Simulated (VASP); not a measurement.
# Cu (P6_3/mmc) in VASP: a series of runs, part 2 of 2

VASP 6.6.1. The steps go on from the part before.

### 5 Single point, PBE

INCAR

```
  PREC = Accurate
  ENCUT = 520
  EDIFF = 1E-6
  ISMEAR = 0
  SIGMA = 0.016
  LREAL = F
  LASPH = T
  NELM = 100
  ALGO = Fast
  ISIF = 2
  LWAVE = F
  LCHARG = F
  GGA = PE
  NBANDS = 18
```

KPOINTS

```
Automatic mesh
0
Gamma
  12 12 7
```

POSCAR

```
Cu
1.0
    2.5340966698      0.0000000000      0.0000000000
   -1.2670483349      2.1945920917      0.0000000000
    0.0000000000      0.0000000000      4.1125710000
Cu
2
Direct
    0.6666666667      0.3333333333      0.7500000000
    0.3333333333      0.6666666667      0.2500000000
```

Potentials or basis: VASP PAW PBE potentials, release 64 (Cu).

Command:

```sh
$ cat potpaw_PBE.64/Cu/POTCAR > POTCAR
$ mpirun -np 1 vasp_std > vasp.out
```

OUTCAR:

```text
PREC = Accurate
   ENCUT = 520
   EDIFF = 1E-6
   ISMEAR = 0
   LREAL = F
   LASPH = T
   NELM = 100
   ISIF = 2
   GGA = PE

 ion  position               nearest neighbor table
   1  0.667  0.333  0.750-   2 2.52   2 2.52   2 2.52   2 2.52   2 2.52   2 2.52
   2  0.333  0.667  0.250-   1 2.52   1 2.52   1 2.52   1 2.52   1 2.52   1 2.52

  LATTYP: Found a hexagonal cell.
 ALAT       =     2.5340966698
 C/A-ratio  =     1.6228942838

  Lattice vectors:

 A1 = (   2.5340966698,   0.0000000000,   0.0000000000)
 A2 = (  -1.2670483349,   2.1945920917,   0.0000000000)
 A3 = (   0.0000000000,   0.0000000000,   4.1125710000)

Analysis of symmetry for initial positions (statically):
=====================================================================
 Subroutine PRICEL returns:
 Original cell was already a primitive cell.

 Routine SETGRP: Setting up the symmetry group for a
 hexagonal supercell.

 Subroutine GETGRP returns: Found 24 space group operations
 (whereof 12 operations were pure point group operations)
 out of a pool of 24 trial point group operations.

[... 162 lines left out ...]
  free energy    TOTEN  =        -7.39615729 eV

  energy without entropy =       -7.39594876  energy(sigma->0) =       -7.39605302

 E-fermi :   7.9399     XC(G=0): -12.9137

 val. band max:        7.9385237025   @ k =   0.0833   0.0833   0.1429
 cond. band min:       7.9722227587   @ k =   0.2500   0.2500   0.2857
 fundamental gap:      0.0336990562
 Fermi energy:         7.9398546127

 k-point     1 :       0.0000    0.0000    0.0000
  band No.  band energies     occupation
      1      -1.6079      2.00000
      2       2.7425      2.00000
      3       4.8834      2.00000
      4       4.9282      2.00000
      5       4.9282      2.00000
      6       5.1518      2.00000
[... 481 lines left out ...]
      5       4.9283      2.00000
      6       5.0018      2.00000
[... 10 lines left out ...]
     17      25.7072      0.00000
     18      28.0028      0.00000

 [... further k-points ...]

------------------------ aborting loop because EDIFF is reached ----------------------------------------

  FORCE on cell =-STRESS in cart. coord.  units (eV):
  Direction    XX          YY          ZZ          XY          YZ          ZX
  --------------------------------------------------------------------------------------
  -------------------------------------------------------------------------------------
  Total        1.1892828      1.1892828      1.2063027      0.0000000      0.0000000      0.0000000
  in kB       83.3115729     83.3115729     84.5038480      0.0000000      0.0000000      0.0000000
  external PRESSURE =      83.7089980 kB  Pullay stress =       0.0000000 kB

 VOLUME and BASIS-vectors are now :
 -----------------------------------------------------------------------------
  energy-cutoff  :      520.00
  volume of cell :       22.87
      direct lattice vectors                 reciprocal lattice vectors
     2.534096670  0.000000000  0.000000000     0.394617937  0.227832772  0.000000000
    -1.267048335  2.194592092  0.000000000     0.000000000  0.455665544  0.000000000
     0.000000000  0.000000000  4.112571000     0.000000000  0.000000000  0.243156896

 POSITION                                       TOTAL-FORCE (eV/Angst)
 -----------------------------------------------------------------------------------
      1.26705      0.73153      3.08443        -0.000000     -0.000000      0.000000
     -0.00000      1.46306      1.02814         0.000000      0.000000      0.000000
 -----------------------------------------------------------------------------------
    total drift:                               -0.000000      0.000000     -0.000000

  FREE ENERGIE OF THE ION-ELECTRON SYSTEM (eV)
  ---------------------------------------------------
  free  energy   TOTEN  =        -7.3961572907 eV

  energy  without entropy=       -7.3959487551  energy(sigma->0) =       -7.39605302
```

OSZICAR:

```text
N       E                     dE             d eps       ncg     rms          rms(c)
DAV:   1     0.121921037258E+03    0.12192E+03   -0.10576E+04  2960   0.222E+03
DAV:   2    -0.318629777574E+01   -0.12511E+03   -0.11890E+03  2744   0.287E+02
DAV:   3    -0.917233566471E+01   -0.59860E+01   -0.57818E+01  3082   0.849E+01
DAV:   4    -0.923292994243E+01   -0.60594E-01   -0.60553E-01  3240   0.921E+00
DAV:   5    -0.923372008534E+01   -0.79014E-03   -0.79012E-03  3368   0.914E-01    0.110E+01
RMM:   6    -0.806174375561E+01    0.11720E+01   -0.10451E+01  3201   0.572E+01    0.604E+00
RMM:   7    -0.741998301784E+01    0.64176E+00   -0.18132E+00  3169   0.248E+01    0.144E+00
RMM:   8    -0.739807227822E+01    0.21911E-01   -0.54501E-02  3315   0.219E+00    0.349E-01
RMM:   9    -0.739585178195E+01    0.22205E-02   -0.13284E-02  3352   0.214E+00    0.498E-02
RMM:  10    -0.739613793289E+01   -0.28615E-03   -0.25660E-03  3585   0.497E-01    0.237E-02
RMM:  11    -0.739616023864E+01   -0.22306E-04   -0.19135E-04  3462   0.183E-01    0.309E-02
RMM:  12    -0.739615448946E+01    0.57492E-05   -0.78217E-05  3539   0.124E-01    0.779E-03
RMM:  13    -0.739615689732E+01   -0.24079E-05   -0.21802E-05  3157   0.435E-02    0.489E-03
RMM:  14    -0.739615729072E+01   -0.39340E-06   -0.32606E-06  2232   0.228E-02
   1 F= -.73961573E+01 E0= -.73960530E+01  d E =-.208536E-03
```

stdout:

```text
POSCAR found type information on POSCAR Cu
 POSCAR found :  1 types and       2 ions
 scaLAPACK will be used
 LDA part: xc-table for (Slater+PW92), standard interpolation
 POSCAR, INCAR and KPOINTS ok, starting setup
 FFT: planning ... GRIDC
 FFT: planning ... GRID_SOFT
 FFT: planning ... GRID
 WAVECAR not read
 entering main loop
WARNING in EDDRMM: call to ZHEGV failed, returncode =   6  3     17
```

Run time: 17 s. Hardware: 1 thread of AMD EPYC 9R45 (Zen 5), shared host; peak memory 0.12 GiB.

What came out:

| Item | Value |
| --- | --- |
| Free energy | -7.3962 eV |
| Pressure | 8.4 GPa |
| Band gap on the k mesh | zero (band 11 reaches 12.04 eV, above the bottom of band 12 at 6.07 eV) |

Stress tensor (GPa, compression positive):
```
8.33 0.00 0.00
0.00 8.33 0.00
0.00 0.00 8.45
```

Levels at points of the mesh, in eV from the Fermi level:
| k point | band 7 | band 8 | band 9 | band 10 | band 11 | band 12 | band 13 | band 14 | band 15 | band 16 |
| --- | --- | --- | --- | --- | --- | --- | --- | --- | --- | --- |
| (0.00, 0.00, 0.00) | -2.79 | -2.52 | -2.52 | -1.72 | -1.72 | -0.99 | 4.06 | 21.58 | 22.15 | 22.15 |
| (0.50, 0.00, 0.00) | -2.75 | -1.62 | -1.56 | -1.52 | 0.04 | 1.65 | 7.99 | 8.42 | 10.95 | 11.40 |

### 6 The runs side by side

| smearing | gap on the mesh (eV) | pressure (GPa) |
| --- | --- | --- |
| gaussian 0.013 eV | none | 7.8 |
| gaussian 0.014 eV | none | 7.9 |
| gaussian 0.015 eV | none | 7.9 |
| gaussian 0.016 eV | none | 8.4 |

Alike in all rows: task single point; level PBE; potentials or basis VASP PAW PBE potentials, release 64 (Cu); no spin polarisation; cell as given; k mesh 12 × 12 × 7; cutoff (eV) 520.

Every run on the cell as given and a fine mesh finds a metal.

Absolute energies hang on the potentials; compare differences alone.
